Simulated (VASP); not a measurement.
C:

```
CELL_PARAMETERS angstrom
2.45591 0.00000 0.00000
-1.22796 2.12688 0.00000
0.00000 0.00000 7.01063
ATOMIC_POSITIONS crystal
C 0.00000 0.00000 0.25000
C 0.00000 0.00000 0.75000
C 0.33333 0.66667 0.25000
C 0.66667 0.33333 0.75000
```

Base run:

```yaml
Program: VASP 6.6.1
Functional: r2SCAN
Potentials_or_basis: VASP PAW PBE potentials, release 64 (C)
Cutoff: 520 eV
k_mesh: 15 × 15 × 5
Occupations: fermi-dirac, width 0.6 eV
Spin: no spin polarisation
```

Its results: band gap on the k mesh zero (bands 8 and 9 overlap by 0.02 eV); pressure 1.3 GPa.

**Question.** The run is repeated on the same cell with these changes: occupations from fermi-dirac, width 0.6 eV to gaussian, width 0.01 eV. What comes out?

**Answer.** Band gap on the k mesh zero (bands 8 and 9 overlap by 0.02 eV); pressure 0.7 GPa.

Caveats: the PAW data sets were made with another functional, which shifts forces and pressure a little; so wide a smearing shifts energies and pressures (at least some runs).
